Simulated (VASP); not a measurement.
Wanted: the native input for a VASP 6.6.1 run.

```
Task                   : relaxation of cell and atoms
Functional             : PBEsol
Potentials or basis    : VASP PAW PBE potentials, release 64 (Ba_sv)
Cutoff                 : 600 eV
k mesh                 : 12 × 12 × 12
Occupations            : fermi-dirac, width 0.15 eV
Spin                   : no spin polarisation
Dipole correction      : no
Further INCAR settings : ALGO = Normal; EDIFF = 1e-06; IBRION = 2; EDIFFG = -0.001; NSW = 80; ISIF = 3
```

The structure of Ba lies in POSCAR:

```
Ba
1.0
   -2.4382288606      2.4382288606      2.4382288606
    2.4382288606     -2.4382288606      2.4382288606
    2.4382288606      2.4382288606     -2.4382288606
Ba
1
Direct
    0.0000000000      0.0000000000      0.0000000000
```

One way to write it, as run:

INCAR

```
ALGO = Normal
EDIFF = 1E-6
EDIFFG = -0.001
ENCUT = 600
GGA = PS
IBRION = 2
ISIF = 3
ISMEAR = -1
LASPH = T
LCHARG = F
LREAL = F
LWAVE = F
NELM = 80
NSW = 80
PREC = Accurate
SIGMA = 0.15
```

KPOINTS

```
k-points
0
Gamma
  12 12 12
```

Potentials or basis: VASP PAW PBE potentials, release 64 (Ba_sv).

The run is started by

```bash
$ cat potpaw_PBE.64/Ba_sv/POTCAR > POTCAR
$ mpirun -np 1 vasp_std > vasp.out
```

Results of the run:

* Relaxed volume: 59.03 Å³/atom
* Relaxed cell: a = 4.248 Å, b = 4.248 Å, c = 4.248 Å, α = 109.47°, β = 109.47°, γ = 109.47°
* Space group after relaxing (to 0.1 Å): Im-3m (No. 229)
* Energy gained by relaxing: 0.5 meV/atom
* Ionic steps: 3
* Pressure after relaxing: 0.0 GPa
* Band gap on the k mesh: zero (bands 5 and 6 overlap by 1.21 eV)

Caveat: the PAW data sets were made with another functional, which shifts forces and pressure a little; spin-orbit coupling is left out, which moves the levels of the heavy elements.

Wall time 33 s on 1 thread of Intel(R) Xeon(R) 6975P-C (Granite Rapids), on a shared host, peak memory 0.23 GiB.
